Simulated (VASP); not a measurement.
Runs of VASP 6.6.1 on Y. The structure is that of space group P6_3/mmc (No. 194), or close to it. The cells are those of the table. 

```csv
cell,gap on the mesh (eV),pressure (GPa)
"a = 3.488, b = 3.488, c = 5.460 Å, angles 90.0, 90.0, 120.0°, 2 atoms",none,(b)
"a = 3.539, b = 3.539, c = 5.531 Å, angles 90.0, 90.0, 120.0°, 2 atoms",none,-0.1
"a = 3.441, b = 3.441, c = 5.402 Å, angles 90.0, 90.0, 120.0°, 2 atoms",none,3.8
"a = 3.512, b = 3.512, c = 5.494 Å, angles 90.0, 90.0, 120.0°, 2 atoms",none,(a)
"a = 3.245, b = 3.245, c = 5.185 Å, angles 90.0, 90.0, 120.0°, 2 atoms",none,14.7
```

Alike in all rows: task single point; level LDA; potentials or basis VASP PAW LDA potentials, release 64 (Y_sv); no spin polarisation; k mesh 16 × 16 × 8; cutoff (eV) 520; smearing fermi-dirac 0.1 eV.

**Question.** Estimate the missing entries.

**Answer.** (a) 0.8; (b) 1.8.

Caveats: the cell stands under pressure (at least some runs).

A k mesh can miss the band edges, and the runs leave out spin-orbit coupling on Y.

A gap of «none» marks levels without a gap at the run's occupations.
